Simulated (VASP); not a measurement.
# Ca (P6_3/mmc) in VASP: notebook

The runs below take Ca through single point, relaxation of shape and atoms at fixed volume, with PBE.

Everything below comes from runs of VASP 6.6.1. Logs are shortened: lines on timing, memory, paths and dates and some standing lists are left out, and cuts for length are marked.

## Step 1: The cell of the first run

It takes space group P6_3/mmc (No. 194, hexagonal). Conventional cell: a = 3.734 Å, b = 3.734 Å, c = 12.332 Å, α = 90.00°, β = 90.00°, γ = 120.00°. Ca (site symmetry -3m) has 12 Ca at 3.73 to 3.76 Å within 4.9 Å. Ca (site symmetry -6m2) has 12 Ca at 3.73 to 3.76 Å within 4.9 Å.

## Step 2: Single point, PBE

INCAR

```
PREC = Accurate ; ENCUT = 520
EDIFF = 1E-6 ; ISMEAR = -1
SIGMA = 0.08 ; LREAL = F
LASPH = T ; NELM = 100
ALGO = Normal ; ISIF = 2
LWAVE = F ; LCHARG = F
GGA = PE ; NBANDS = 28
```

KPOINTS

```
Automatic mesh
0
Gamma
  10 10 3
```

POSCAR

```
Ca
1.0
    3.7343369133      0.0000000000      0.0000000000
   -1.8671684567      3.2340306332      0.0000000000
    0.0000000000      0.0000000000     12.3321971645
Ca
4
Direct
    0.0000000000      0.0000000000      0.0000000000
    0.0000000000      0.0000000000      0.5000000000
    0.3333333333      0.6666666667      0.2500000000
    0.6666666667      0.3333333333      0.7500000000
```

Potentials or basis: VASP PAW PBE potentials, release 64 (Ca_sv).

Command:

```
> cat potpaw_PBE.64/Ca_sv/POTCAR > POTCAR
> mpirun -np 1 vasp_std > vasp.out
```

OUTCAR:

```text
PREC = Accurate
   ENCUT = 520
   EDIFF = 1E-6
   ISMEAR = -1
   LREAL = F
   LASPH = T
   NELM = 100
   ISIF = 2
   GGA = PE

 ion  position               nearest neighbor table
   1  0.000  0.000  0.000-
   2  0.000  0.000  0.500-
   3  0.333  0.667  0.250-
   4  0.667  0.333  0.750-

  LATTYP: Found a hexagonal cell.
 ALAT       =     3.7343369133
 C/A-ratio  =     3.3023793650

  Lattice vectors:

 A1 = (   3.7343369133,   0.0000000000,   0.0000000000)
 A2 = (  -1.8671684567,   3.2340306332,   0.0000000000)
 A3 = (   0.0000000000,   0.0000000000,  12.3321971645)

Analysis of symmetry for initial positions (statically):
=====================================================================
 Subroutine PRICEL returns:
 Original cell was already a primitive cell.

 Routine SETGRP: Setting up the symmetry group for a
 hexagonal supercell.

 Subroutine GETGRP returns: Found 24 space group operations
 (whereof 12 operations were pure point group operations)
 out of a pool of 24 trial point group operations.

The static configuration has the point symmetry D_3d.
 The point group associated with its full space group is D_6h.

Analysis of symmetry for dynamics (positions and initial velocities):
=====================================================================
 Subroutine PRICEL returns:
 Original cell was already a primitive cell.

 Routine SETGRP: Setting up the symmetry group for a
 hexagonal supercell.

 Subroutine GETGRP returns: Found 24 space group operations
 (whereof 12 operations were pure point group operations)
 out of a pool of 24 trial point group operations.

The dynamic configuration has the point symmetry D_3d.
 The point group associated with its full space group is D_6h.

 Subroutine INISYM returns: Found 24 space group operations
 (whereof 12 operations are pure point group operations),
 and found     1 'primitive' translations

----------------------------------------------------------------------------------------

                                     Primitive cell

  volume of cell :     148.9355

  direct lattice vectors                    reciprocal lattice vectors
     3.734336913  0.000000000  0.000000000     0.267785158  0.154605833  0.000000000
    -1.867168457  3.234030633  0.000000000     0.000000000  0.309211666  0.000000000
     0.000000000  0.000000000 12.332197165     0.000000000  0.000000000  0.081088551

  length of vectors
     3.734336913  3.734336913 12.332197165     0.309211666  0.309211666  0.081088551

  position of ions in fractional coordinates (direct lattice)
     0.000000000  0.000000000  0.000000000
     0.000000000  0.000000000  0.500000000
     0.333333333  0.666666667  0.250000000
     0.666666667  0.333333333  0.750000000

  ion indices of the primitive-cell ions
   primitive index   ion index
                 1           1
                 2           2
                 3           3
                 4           4

----------------------------------------------------------------------------------------

 KPOINTS: Automatic mesh

Automatic generation of k-mesh.
 Grid dimensions read from file:
 generate k-points for:   10   10    3

 Generating k-lattice:

  Cartesian coordinates                     Fractional coordinates (reciprocal lattice)
     0.026778516  0.015460583  0.000000000     0.100000000  0.000000000  0.000000000
     0.000000000  0.030921167  0.000000000     0.000000000  0.100000000  0.000000000
     0.000000000  0.000000000  0.027029517     0.000000000  0.000000000  0.333333333

  Length of vectors
     0.030921167  0.030921167  0.027029517

  Shift w.r.t. Gamma in fractional coordinates (k-lattice)
     0.000000000  0.000000000  0.000000000

 Subroutine IBZKPT returns following result:
 ===========================================

 Found     28 irreducible k-points:

 Following reciprocal coordinates:
            Coordinates               Weight
  0.000000  0.000000  0.000000      1.000000
  0.100000  0.000000  0.000000      6.000000
  0.200000  0.000000  0.000000      6.000000
  0.300000  0.000000  0.000000      6.000000
  0.400000 -0.000000  0.000000      6.000000
  0.500000  0.000000  0.000000      3.000000
[... 16 lines left out ...]
  0.300000  0.100000  0.333333     24.000000
  0.400000  0.100000  0.333333     24.000000
 [... further k-points ...]
   k-points           NKPTS =     28   k-points in BZ     NKDIM =     28   number of bands    NBANDS=     28
   number of dos      NEDOS =    301   number of ions     NIONS =      4
   total plane-waves  NPLWV =  75264
   dimension x,y,z NGX =    28 NGY =   28 NGZ =   96
   dimension x,y,z NGXF=    56 NGYF=   56 NGZF=  192
   ions per type =               4
   NGX,Y,Z   is equivalent  to a cutoff of  12.47, 12.47, 12.94 a.u.
   NGXF,Y,Z  is equivalent  to a cutoff of  24.93, 24.93, 25.88 a.u.
 SYSTEM =  unknown system
   PREC   = accura    normal or accurate (medium, high low for compatibility)
   ISTART =      0    job   : 0-new  1-cont  2-samecut
   ICHARG =      2    charge: 1-file 2-atom 10-const
   ISPIN  =      1    spin polarized calculation?
   LNONCOLLINEAR =      F non collinear calculations
   LSORBIT =      F    spin-orbit coupling
   LASPH  =      T    aspherical Exc in radial PAW
   ENCUT  =  520.0 eV  38.22 Ry    6.18 a.u.   6.94  6.94 22.93*2*pi/ulx,y,z
   NELM   =    100;   NELMIN=  2; NELMDL= -5     # of ELM steps
   EDIFF  = 0.1E-05   stopping-criterion for ELM
   LREAL  =      F    real-space projection
   EDIFFG = 0.1E-04   stopping-criterion for IOM
   NSW    =      0    number of steps for IOM
   IBRION =     -1    ionic relax: 0-MD 1-quasi-New 2-CG
   NFREE  =      0    steps in history (QN), initial steepest desc. (CG)
   ISIF   =      2    stress and relaxation
   ISYM   =      2    0-nonsym 1-usesym 2-fastsym
   POTIM  = 0.5000    time-step for ionic-motion
   TEBEG  =    0.0;   TEEND  =   0.0 temperature during run
   PSTRESS=    0.0 pullay stress
   NELECT =      40.0000    total number of electrons
   NUPDOWN=      -1.0000    fix difference up-down
   EMIN   =  10.00;   EMAX   =-10.00  energy-range for DOS
   EFERMI =   0.00;   METHOD = LEGACY
   ISMEAR =    -1;   SIGMA  =   0.08  broadening in eV -4-tet -1-fermi 0-gaus
   EFERMI_NEDOS =   21; number of points for ismear=-14 and -15
   IALGO  =     38    algorithm
   IMIX   =      4    mixing-type and parameters
     AMIX     =   0.40;   BMIX     =  1.00
     AMIX_MAG =   1.60;   BMIX_MAG =  1.00
  volume/ion in A,a.u.               =      37.23       251.27
  Fermi-wavevector in a.u.,A,eV,Ry     =   1.056239  1.996002 15.179210  1.115640
  Thomas-Fermi vector in A             =   2.191467
   LORBIT       =      0    0 simple, 1 ext, 2 COOP (PROOUT), +10 PAW based schemes
   GGA     = PE    functional components
   LHFCALC =     F    Hartree Fock is set to
   AEXX    =    0.0000 exact exchange contribution
   IVDW    =     0    specifies the selected vdW correction
   LEPSILON=     F    determine dielectric tensor
   LRPA    =     F    only Hartree local field effects (RPA)
 non-spin polarized calculation
  energy-cutoff  :      520.00
  volume of cell :      148.94
 maximum number of plane-waves:      4039
 NGX is ok and might be reduce to    28
   NGX = 13   NGY = 13   NGZ = 45

 number of electron      40.0000006 magnetization

 Free energy of the ion-electron system (eV)
  ---------------------------------------------------
  ext. energy  EPLUGINS =         0.00000000
  ---------------------------------------------------
  free energy    TOTEN  =        -7.60065484 eV

  energy without entropy =       -7.49701355  energy(sigma->0) =       -7.54883419

 E-fermi :   2.5171     XC(G=0):  -8.1322

 val. band max:        2.5096959041   @ k =   0.3000   0.3000   0.3333
 cond. band min:       2.5268974693   @ k =   0.3000   0.1000   0.0000
 fundamental gap:      0.0172015653
 Fermi energy:         2.5171491612

 k-point     1 :       0.0000    0.0000    0.0000
  band No.  band energies     occupation
      1     -39.2386      2.00000
      2     -39.2281      2.00000
      3     -39.2258      2.00000
      4     -39.2152      2.00000
      5     -20.3400      2.00000
      6     -20.2359      2.00000
[... 20 lines left out ...]
     27       4.9491      0.00000
     28       4.9865      0.00000

 k-point     2 :       0.1000    0.0000    0.0000
  band No.  band energies     occupation
      1     -39.2365      2.00000
      2     -39.2265      2.00000
      3     -39.2242      2.00000
      4     -39.2141      2.00000
      5     -20.3330      2.00000
      6     -20.2382      2.00000
[... 20 lines left out ...]
     27       5.0105      0.00000
     28       5.0690      0.00000

 k-point     3 :       0.2000    0.0000    0.0000
  band No.  band energies     occupation
      1     -39.2308      2.00000
      2     -39.2222      2.00000
      3     -39.2199      2.00000
      4     -39.2113      2.00000
      5     -20.3138      2.00000
      6     -20.2548      2.00000
[... 20 lines left out ...]
     27       4.9380      0.00000
     28       5.2489      0.00000

 k-point     4 :       0.3000    0.0000    0.0000
  band No.  band energies     occupation
      1     -39.2234      2.00000
      2     -39.2169      2.00000
      3     -39.2147      2.00000
      4     -39.2082      2.00000
      5     -20.3002      2.00000
      6     -20.2963      2.00000
[... 578 lines left out ...]
     27       4.7429      0.00000
     28       4.8359      0.00000

 k-point    23 :       0.3000    0.1000    0.3333
  band No.  band energies     occupation
      1     -39.2181      2.00000
      2     -39.2160      2.00000
      3     -39.2097      2.00000
      4     -39.2076      2.00000
      5     -20.3156      2.00000
      6     -20.3072      2.00000
[... 20 lines left out ...]
     27       4.4254      0.00000
     28       4.6196      0.00000

 k-point    24 :       0.4000    0.1000    0.3333
  band No.  band energies     occupation
      1     -39.2134      2.00000
      2     -39.2121      2.00000
      3     -39.2077      2.00000
      4     -39.2064      2.00000
      5     -20.3388      2.00000
      6     -20.3349      2.00000
[... 20 lines left out ...]
     27       4.2443      0.00000
     28       4.5434      0.00000

 [... further k-points ...]

------------------------ aborting loop because EDIFF is reached ----------------------------------------

  FORCE on cell =-STRESS in cart. coord.  units (eV):
  Direction    XX          YY          ZZ          XY          YZ          ZX
  --------------------------------------------------------------------------------------
  -------------------------------------------------------------------------------------
  Total        2.5329299      2.5329299      2.5954720     -0.0000000     -0.0000000      0.0000000
  in kB       27.2480655     27.2480655     27.9208632     -0.0000000     -0.0000000      0.0000000
  external PRESSURE =      27.4723314 kB  Pullay stress =       0.0000000 kB

 VOLUME and BASIS-vectors are now :
 -----------------------------------------------------------------------------
  energy-cutoff  :      520.00
  volume of cell :      148.94
      direct lattice vectors                 reciprocal lattice vectors
     3.734336913  0.000000000  0.000000000     0.267785158  0.154605833  0.000000000
    -1.867168457  3.234030633  0.000000000     0.000000000  0.309211666  0.000000000
     0.000000000  0.000000000 12.332197165     0.000000000  0.000000000  0.081088551

 POSITION                                       TOTAL-FORCE (eV/Angst)
 -----------------------------------------------------------------------------------
      0.00000      0.00000      0.00000         0.000000     -0.000000      0.000000
      0.00000      0.00000      6.16610         0.000000     -0.000000      0.000000
     -0.00000      2.15602      3.08305        -0.000000      0.000000     -0.000000
      1.86717      1.07801      9.24915        -0.000000     -0.000000      0.000000
 -----------------------------------------------------------------------------------
    total drift:                                0.000000     -0.000000      0.000000

  FREE ENERGIE OF THE ION-ELECTRON SYSTEM (eV)
  ---------------------------------------------------
  free  energy   TOTEN  =        -7.6006548368 eV

  energy  without entropy=       -7.4970135521  energy(sigma->0) =       -7.54883419
```

It took 100 s on 1 thread of Intel Xeon 6975P-C, shared host; peak memory 0.3 GiB.

Results:

| Item | Value |
| --- | --- |
| Free energy | -7.6007 eV |
| Pressure | 2.7 GPa |
| Band gap on the k mesh | zero (band 20 reaches 2.66 eV, above the bottom of band 21 at 2.39 eV) |

(Part 1 of 2 ends here.)
